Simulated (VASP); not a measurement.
# Fe (Fm-3m) in VASP: further runs

Fe is run at these levels: PBE; tasks: single point.

All numbers are computed with VASP 6.6.1; they aren't measurements. Logs are shortened: lines on timing, memory, paths and dates and some standing lists are left out, and cuts for length are marked.

## (1) The cell of the first run

It takes space group Fm-3m (No. 225, cubic). Conventional cell: a = 3.541 Å, b = 3.541 Å, c = 3.541 Å, α = 90.00°, β = 90.00°, γ = 90.00°. Fe (site symmetry m-3m) has 12 Fe at 2.50 Å within 3.3 Å.

## (2) Single point, PBE (volume scaled by 1.08)

File INCAR:

```
PREC = Accurate ; ENCUT = 520
EDIFF = 1E-6 ; ISMEAR = -1
SIGMA = 0.1 ; LREAL = F
LASPH = T ; NELM = 100
ALGO = Normal ; ISIF = 2
LWAVE = F ; LCHARG = F
GGA = PE ; NBANDS = 10
```

File KPOINTS:

```
regular mesh
0
Gamma
  26 26 26
```

File POSCAR:

```
Fe
1.0
    0.0000000000      1.7703730756      1.7703730756
    1.7703730756      0.0000000000      1.7703730756
    1.7703730756      1.7703730756      0.0000000000
Fe
1
Direct
    0.0000000000      0.0000000000      0.0000000000
```

Potentials or basis: VASP PAW PBE potentials, release 64 (Fe).

Launch:

```bash
$ cat potpaw_PBE.64/Fe/POTCAR > POTCAR
$ mpirun -np 1 vasp_std > vasp.out
```

OUTCAR:

```text
PREC = Accurate
   ENCUT = 520
   EDIFF = 1E-6
   ISMEAR = -1
   LREAL = F
   LASPH = T
   NELM = 100
   ISIF = 2
   GGA = PE

 ion  position               nearest neighbor table
   1  0.000  0.000  0.000-

  LATTYP: Found a face centered cubic cell.
 ALAT       =     3.5407461512

  Lattice vectors:

 A1 = (   0.0000000000,   1.7703730756,   1.7703730756)
 A2 = (   1.7703730756,   0.0000000000,   1.7703730756)
 A3 = (   1.7703730756,   1.7703730756,   0.0000000000)

Analysis of symmetry for initial positions (statically):
=====================================================================
 Subroutine PRICEL returns:
 Original cell was already a primitive cell.

 Routine SETGRP: Setting up the symmetry group for a
 face centered cubic supercell.

 Subroutine GETGRP returns: Found 48 space group operations
 (whereof 48 operations were pure point group operations)
 out of a pool of 48 trial point group operations.

The static configuration has the point symmetry O_h .

Analysis of symmetry for dynamics (positions and initial velocities):
=====================================================================
 Subroutine PRICEL returns:
 Original cell was already a primitive cell.

 Routine SETGRP: Setting up the symmetry group for a
 face centered cubic supercell.

 Subroutine GETGRP returns: Found 48 space group operations
 (whereof 48 operations were pure point group operations)
 out of a pool of 48 trial point group operations.

The dynamic configuration has the point symmetry O_h .

 Subroutine INISYM returns: Found 48 space group operations
 (whereof 48 operations are pure point group operations),
 and found     1 'primitive' translations

----------------------------------------------------------------------------------------

                                     Primitive cell

  volume of cell :      11.0975

  direct lattice vectors                    reciprocal lattice vectors
     0.000000000  1.770373076  1.770373076    -0.282426347  0.282426347  0.282426347
     1.770373076  0.000000000  1.770373076     0.282426347 -0.282426347  0.282426347
     1.770373076  1.770373076  0.000000000     0.282426347  0.282426347 -0.282426347

  length of vectors
     2.503685614  2.503685614  2.503685614     0.489176782  0.489176782  0.489176782

  position of ions in fractional coordinates (direct lattice)
     0.000000000  0.000000000  0.000000000

  ion indices of the primitive-cell ions
   primitive index   ion index
                 1           1

----------------------------------------------------------------------------------------

 KPOINTS: regular mesh

Automatic generation of k-mesh.
 Grid dimensions read from file:
 generate k-points for:   26   26   26

 Generating k-lattice:

  Cartesian coordinates                     Fractional coordinates (reciprocal lattice)
    -0.010862552  0.010862552  0.010862552     0.038461538  0.000000000  0.000000000
     0.010862552 -0.010862552  0.010862552     0.000000000  0.038461538  0.000000000
     0.010862552  0.010862552 -0.010862552     0.000000000  0.000000000  0.038461538

  Length of vectors
     0.018814492  0.018814492  0.018814492

  Shift w.r.t. Gamma in fractional coordinates (k-lattice)
     0.000000000  0.000000000  0.000000000

 Subroutine IBZKPT returns following result:
 ===========================================

 Found    511 irreducible k-points:

 Following reciprocal coordinates:
            Coordinates               Weight
  0.000000  0.000000  0.000000      1.000000
  0.038462  0.000000  0.000000      8.000000
  0.076923  0.000000  0.000000      8.000000
  0.115385  0.000000  0.000000      8.000000
  0.153846  0.000000  0.000000      8.000000
  0.192308  0.000000  0.000000      8.000000
[... 16 lines left out ...]
  0.346154  0.038462  0.000000     24.000000
  0.384615  0.038462  0.000000     24.000000
 [... further k-points ...]
   k-points           NKPTS =    511   k-points in BZ     NKDIM =    511   number of bands    NBANDS=     10
   number of dos      NEDOS =    301   number of ions     NIONS =      1
   total plane-waves  NPLWV =   8000
   dimension x,y,z NGX =    20 NGY =   20 NGZ =   20
   dimension x,y,z NGXF=    40 NGYF=   40 NGZF=   40
   ions per type =               1
   NGX,Y,Z   is equivalent  to a cutoff of  13.28, 13.28, 13.28 a.u.
   NGXF,Y,Z  is equivalent  to a cutoff of  26.56, 26.56, 26.56 a.u.
 SYSTEM =  unknown system
   PREC   = accura    normal or accurate (medium, high low for compatibility)
   ISTART =      0    job   : 0-new  1-cont  2-samecut
   ICHARG =      2    charge: 1-file 2-atom 10-const
   ISPIN  =      1    spin polarized calculation?
   LNONCOLLINEAR =      F non collinear calculations
   LSORBIT =      F    spin-orbit coupling
   LASPH  =      T    aspherical Exc in radial PAW
   ENCUT  =  520.0 eV  38.22 Ry    6.18 a.u.   4.66  4.66  4.66*2*pi/ulx,y,z
   NELM   =    100;   NELMIN=  2; NELMDL= -5     # of ELM steps
   EDIFF  = 0.1E-05   stopping-criterion for ELM
   LREAL  =      F    real-space projection
   EDIFFG = 0.1E-04   stopping-criterion for IOM
   NSW    =      0    number of steps for IOM
   IBRION =     -1    ionic relax: 0-MD 1-quasi-New 2-CG
   NFREE  =      0    steps in history (QN), initial steepest desc. (CG)
   ISIF   =      2    stress and relaxation
   ISYM   =      2    0-nonsym 1-usesym 2-fastsym
   POTIM  = 0.5000    time-step for ionic-motion
   TEBEG  =    0.0;   TEEND  =   0.0 temperature during run
   PSTRESS=    0.0 pullay stress
   NELECT =       8.0000    total number of electrons
   NUPDOWN=      -1.0000    fix difference up-down
   EMIN   =  10.00;   EMAX   =-10.00  energy-range for DOS
   EFERMI =   0.00;   METHOD = LEGACY
   ISMEAR =    -1;   SIGMA  =   0.10  broadening in eV -4-tet -1-fermi 0-gaus
   EFERMI_NEDOS =   21; number of points for ismear=-14 and -15
   IALGO  =     38    algorithm
   IMIX   =      4    mixing-type and parameters
     AMIX     =   0.40;   BMIX     =  1.00
     AMIX_MAG =   1.60;   BMIX_MAG =  1.00
  volume/ion in A,a.u.               =      11.10        74.89
  Fermi-wavevector in a.u.,A,eV,Ry     =   1.467901  2.773930 29.316918  2.154733
  Thomas-Fermi vector in A             =   2.583463
   LORBIT       =      0    0 simple, 1 ext, 2 COOP (PROOUT), +10 PAW based schemes
   GGA     = PE    functional components
[... 5 lines left out ...]
 non-spin polarized calculation
  energy-cutoff  :      520.00
  volume of cell :       11.10
 maximum number of plane-waves:       310
   NGX =  9   NGY =  9   NGZ =  9

 number of electron       7.9999995 magnetization

 Free energy of the ion-electron system (eV)
  ---------------------------------------------------
  ext. energy  EPLUGINS =         0.00000000
  ---------------------------------------------------
  free energy    TOTEN  =        -8.05144753 eV

  energy without entropy =       -7.98640684  energy(sigma->0) =       -8.01892718

 E-fermi :   5.9329     XC(G=0): -13.2999

 val. band max:        5.9317719382   @ k =  -0.3846   0.3462   0.0000
 cond. band min:       5.9388869558   @ k =  -0.3462   0.3846   0.0385
 fundamental gap:      0.0071150176
 Fermi energy:         5.9329115526

 k-point     1 :       0.0000    0.0000    0.0000
  band No.  band energies     occupation
      1      -2.4449      2.00000
      2       4.4849      2.00000
      3       4.4849      2.00000
      4       4.4849      2.00000
      5       5.8596      1.35091
      6       5.8596      1.35091
      7      28.5706      0.00000
      8      33.4969      0.00000
      9      33.4969      0.00000
     10      33.4969      0.00000

 k-point     2 :       0.0385    0.0000    0.0000
  band No.  band energies     occupation
      1      -2.3855      2.00000
      2       4.4638      2.00000
      3       4.5017      2.00000
      4       4.5017      2.00000
      5       5.8515      1.38592
      6       5.8515      1.38592
      7      28.4979      0.00000
      8      32.6265      0.00000
      9      33.4041      0.00000
     10      33.4041      0.00000

 k-point     3 :       0.0769    0.0000    0.0000
  band No.  band energies     occupation
      1      -2.2091      2.00000
      2       4.4031      2.00000
      3       4.5490      2.00000
      4       4.5490      2.00000
      5       5.8304      1.47213
      6       5.8304      1.47213
      7      28.1642      0.00000
      8      31.2068      0.00000
      9      33.1735      0.00000
     10      33.1735      0.00000

 k-point     4 :       0.1154    0.0000    0.0000
  band No.  band energies     occupation
      1      -1.9205      2.00000
      2       4.3115      2.00000
      3       4.6168      2.00000
      4       4.6168      2.00000
      5       5.8063      1.56016
      6       5.8063      1.56016
      7      27.2429      0.00000
      8      30.2115      0.00000
      9      32.8873      0.00000
     10      32.8873      0.00000

 k-point     5 :       0.1538    0.0000    0.0000
  band No.  band energies     occupation
      1      -1.5289      2.00000
      2       4.2032      2.00000
      3       4.6871      1.99999
      4       4.6871      1.99999
      5       5.7973      1.59010
      6       5.7973      1.59010
      7      25.7362      0.00000
      8      29.7317      0.00000
      9      32.5997      0.00000
     10      32.5997      0.00000

 k-point     6 :       0.1923    0.0000    0.0000
  band No.  band energies     occupation
      1      -1.0494      2.00000
      2       4.0982      2.00000
      3       4.7352      1.99999
      4       4.7352      1.99999
      5       5.8272      1.48441
      6       5.8272      1.48441
      7      24.0061      0.00000
      8      29.4105      0.00000
      9      32.3366      0.00000
     10      32.3366      0.00000

 k-point     7 :       0.2308    0.0000    0.0000
  band No.  band energies     occupation
      1      -0.5068      2.00000
      2       4.0242      2.00000
      3       4.7418      1.99999
      4       4.7418      1.99999
      5       5.9132      1.09839
      6       5.9132      1.09839
      7      22.2382      0.00000
      8      29.0760      0.00000
      9      32.1082      0.00000
     10      32.1082      0.00000

 k-point     8 :       0.2692    0.0000    0.0000
  band No.  band energies     occupation
      1       0.0595      2.00000
      2       4.0202      2.00000
      3       4.7066      1.99999
      4       4.7066      1.99999
      5       6.0519      0.46657
      6       6.0519      0.46657
      7      20.5010      0.00000
      8      28.7018      0.00000
      9      31.9172      0.00000
     10      31.9172      0.00000

 k-point     9 :       0.3077    0.0000    0.0000
  band No.  band energies     occupation
      1       0.5898      2.00000
      2       4.1388      2.00000
      3       4.6445      1.99999
      4       4.6445      1.99999
      5       6.2226      0.10461
      6       6.2226      0.10461
      7      18.8310      0.00000
      8      28.3126      0.00000
      9      31.7629      0.00000
     10      31.7629      0.00000
[... 118 lines left out ...]
 k-point    19 :       0.1923    0.0385    0.0000
  band No.  band energies     occupation
      1      -1.1691      2.00000
      2       4.0987      2.00000
      3       4.7394      1.99999
      4       4.7475      1.99999
      5       5.7022      1.81888
      6       5.9168      1.08041
      7      24.6292      0.00000
      8      29.2752      0.00000
      9      31.2814      0.00000
     10      33.6892      0.00000

 k-point    20 :       0.2308    0.0385    0.0000
  band No.  band energies     occupation
      1      -0.6458      2.00000
      2       4.0097      2.00000
      3       4.7519      1.99999
      4       4.7689      1.99998
      5       5.7701      1.67187
      6       5.9950      0.69904
      7      22.8621      0.00000
      8      28.9511      0.00000
      9      30.9785      0.00000
     10      33.6457      0.00000

 k-point    21 :       0.2692    0.0385    0.0000
  band No.  band energies     occupation
      1      -0.0835      2.00000
      2       3.9736      2.00000
      3       4.7151      1.99999
      4       4.7491      1.99999
      5       5.9087      1.12064
      6       6.1200      0.26684
      7      21.1084      0.00000
      8      28.6028      0.00000
      9      30.7340      0.00000
     10      33.4807      0.00000

 k-point    22 :       0.3077    0.0385    0.0000
  band No.  band energies     occupation
      1       0.4650      2.00000
      2       4.0368      2.00000
      3       4.6466      1.99999
      4       4.6978      1.99999
      5       6.0983      0.32125
      6       6.2765      0.06238
      7      19.4104      0.00000
      8      28.2364      0.00000
      9      30.5514      0.00000
     10      33.2058      0.00000

 k-point    23 :       0.3462    0.0385    0.0000
  band No.  band energies     occupation
      1       0.9303      2.00000
      2       4.2506      2.00000
      3       4.5682      2.00000
      4       4.6307      2.00000
      5       6.3150      0.04286
      6       6.4419      0.01225
      7      17.8007      0.00000
      8      27.8790      0.00000
      9      30.4363      0.00000
     10      32.8042      0.00000

 k-point    24 :       0.3846    0.0385    0.0000
  band No.  band energies     occupation
      1       1.2571      2.00000
      2       4.4815      2.00000
      3       4.5618      2.00000
      4       4.6491      1.99999
      5       6.5421      0.00451
      6       6.5940      0.00269
      7      16.3195      0.00000
      8      27.5593      0.00000
      9      30.3976      0.00000
     10      32.2942      0.00000

 [... further k-points ...]
[... 5 lines left out ...]
  --------------------------------------------------------------------------------------
  -------------------------------------------------------------------------------------
  Total       -1.2765506     -1.2765506     -1.2765506     -0.0000000      0.0000000      0.0000000
  in kB     -184.2995306   -184.2995306   -184.2995306     -0.0000000      0.0000000      0.0000000
  external PRESSURE =    -184.2995306 kB  Pullay stress =       0.0000000 kB

 VOLUME and BASIS-vectors are now :
 -----------------------------------------------------------------------------
  energy-cutoff  :      520.00
  volume of cell :       11.10
      direct lattice vectors                 reciprocal lattice vectors
     0.000000000  1.770373076  1.770373076    -0.282426347  0.282426347  0.282426347
     1.770373076  0.000000000  1.770373076     0.282426347 -0.282426347  0.282426347
     1.770373076  1.770373076  0.000000000     0.282426347  0.282426347 -0.282426347

 POSITION                                       TOTAL-FORCE (eV/Angst)
 -----------------------------------------------------------------------------------
      0.00000      0.00000      0.00000        -0.000000     -0.000000      0.000000
 -----------------------------------------------------------------------------------
    total drift:                                0.000000     -0.000000     -0.000000

  FREE ENERGIE OF THE ION-ELECTRON SYSTEM (eV)
  ---------------------------------------------------
  free  energy   TOTEN  =        -8.0514475268 eV

  energy  without entropy=       -7.9864068352  energy(sigma->0) =       -8.01892718
```

Wall time 37 s (1 thread of Intel Xeon Platinum 8259CL at 2.50GHz (Skylake/Cascade Lake), shared host); peak memory 0.17 GiB.

What came out:

- Free energy: -8.0514 eV
- Pressure: -18.4 GPa
- Band gap on the k mesh: zero (band 4 reaches 7.05 eV, above the bottom of band 5 at 5.18 eV)

Caveat: the cell differs from its parent crystal (volume scaled by 1.08); the run has no spin polarisation, though such a crystal can be magnetic.

## (3) Single point, PBE (volume scaled by 1.12)

File INCAR:

```
  ALGO = Normal
  EDIFF = 1E-6
  ENCUT = 520
  GGA = PE
  ISIF = 2
  ISMEAR = -1
  LASPH = T
  LCHARG = F
  LREAL = F
  LWAVE = F
  NBANDS = 10
  NELM = 100
  PREC = Accurate
  SIGMA = 0.1
```

File KPOINTS:

```
k-points
0
Gamma
  26 26 26
```

File POSCAR:

```
Fe
1.0
    0.0000000000      1.7919651191      1.7919651191
    1.7919651191      0.0000000000      1.7919651191
    1.7919651191      1.7919651191      0.0000000000
Fe
1
Direct
    0.0000000000      0.0000000000      0.0000000000
```

Potentials or basis: VASP PAW PBE potentials, release 64 (Fe).

Launch:

```bash
$ cat potpaw_PBE.64/Fe/POTCAR > POTCAR
$ mpirun -np 1 vasp_std > vasp.out
```

Run time: 40 s. Hardware: 1 thread of Intel Xeon Platinum 8259CL at 2.50GHz (Skylake/Cascade Lake), shared host; peak memory 0.18 GiB.

Results (log left out):

```yaml
Free_energy: -7.9957 eV
Pressure: -24.7 GPa
Band_gap_on_the_k_mesh: zero (band 4 reaches 6.62 eV, above the bottom of band 5 at 4.85 eV)
```

Levels at points of the mesh, in eV from the Fermi level:
```tsv
k point	band 2	band 3	band 4	band 5	band 6	band 7
(0.00, 0.00, 0.00)	-1.37	-1.37	-1.37	-0.07	-0.07	22.33
(0.50, 0.00, 0.00)	-1.45	-1.45	0.22	0.83	0.83	7.24
(0.50, 0.50, 0.00)	-3.54	0.80	1.06	1.06	2.97	10.49
```

Caveat: the cell differs from its parent crystal (volume scaled by 1.12); the run has no spin polarisation, though such a crystal can be magnetic. Spin polarisation is off, so any magnetic state and its effect on volume and gap are missing.

## (4) Single point, PBE, collinear spin, ferromagnetic start

This run uses another cell than the first one, of 12.07 Å³/atom, 1.088 times its volume.

File INCAR:

```
SYSTEM = Fe
ALGO = Normal
EDIFF = 1E-6
ENCUT = 600
GGA = PE
GGA_COMPAT = .FALSE.
ISIF = 2
ISMEAR = -1
ISPIN = 2
LASPH = .TRUE.
LCHARG = .TRUE.
LELF = .TRUE.
LMAXMIX = 4
LORBIT = 11
LREAL = .FALSE.
LVHAR = .TRUE.
LWAVE = .FALSE.
MAGMOM = 2.618
NBANDS = 14
NELM = 200
PREC = Accurate
SIGMA = 0.1
```

File KPOINTS:

```
k-points
0
G
  8 8 8
  0 0 0
```

File POSCAR:

```
Fe
1.0
    0.0000000000      1.8208597609      1.8208597609
    1.8208597609      0.0000000000      1.8208597609
    1.8208597609      1.8208597609      0.0000000000
Fe
1
Direct
    0.0000000000      0.0000000000      0.0000000000
```

Launch:

```bash
$ cat potpaw_PBE.64/Fe/POTCAR > POTCAR
$ mpirun -np 1 vasp_std > vasp.out
```

Wall time 25 s (1 thread of AMD EPYC 7R43 (Zen 3), shared host); peak memory 0.11 GiB.

Results (log left out):

```yaml
Free_energy: -8.1093 eV
Pressure: 1.2 GPa
Net_moment: 2.67 μB per cell
Site_moments: Fe +2.66 μB
Valence_electrons_inside_the_program's_atomic_spheres: Fe 7.15
```

Levels at points of the mesh, in eV from the Fermi level:
Spin up:
```csv
k point,band 2,band 3,band 4,band 5,band 6,band 7,band 8,band 9
"(0.00, 0.00, 0.00)",-2.44,-2.44,-2.44,-1.48,-1.48,21.74,25.74,25.74
"(0.50, 0.00, 0.00)",-2.61,-2.61,-0.56,-0.56,-0.15,5.95,20.38,23.40
"(0.50, 0.50, 0.00)",-4.32,-0.71,-0.28,-0.28,2.46,9.16,14.00,14.00
```
Spin down:
```csv
k point,band 1,band 2,band 3,band 4,band 5,band 6
"(0.00, 0.00, 0.00)",-8.07,-0.02,-0.02,-0.02,1.58,1.58
"(0.50, 0.00, 0.00)",-3.38,0.01,0.01,0.03,2.36,2.36
"(0.50, 0.50, 0.00)",-3.11,-2.37,2.48,2.50,2.50,2.74
```

Caveat: the k points lie up to 0.37 Å⁻¹ apart.

## (5) The runs side by side

| spin | cell | k mesh | cutoff (eV) | gap on the mesh (eV) | pressure (GPa) |
| --- | --- | --- | --- | --- | --- |
| off | a = 2.504 Å, angles 60.0°, 1 atom | 26 × 26 × 26 | 520 | none | -18.4 |
| off | a = 2.534 Å, angles 60.0°, 1 atom | 26 × 26 × 26 | 520 | none | -24.7 |
| collinear, ferromagnetic start | a = 2.575 Å, angles 60.0°, 1 atom | 8 × 8 × 8 | 600 | none | 1.2 |

Alike in all rows: task single point; level PBE; potentials or basis VASP PAW PBE potentials, release 64 (Fe); smearing fermi-dirac 0.1 eV.

Caveats: some runs use coarse meshes.

Total energies depend on the potentials used, so only differences within one code and one set of settings carry meaning.
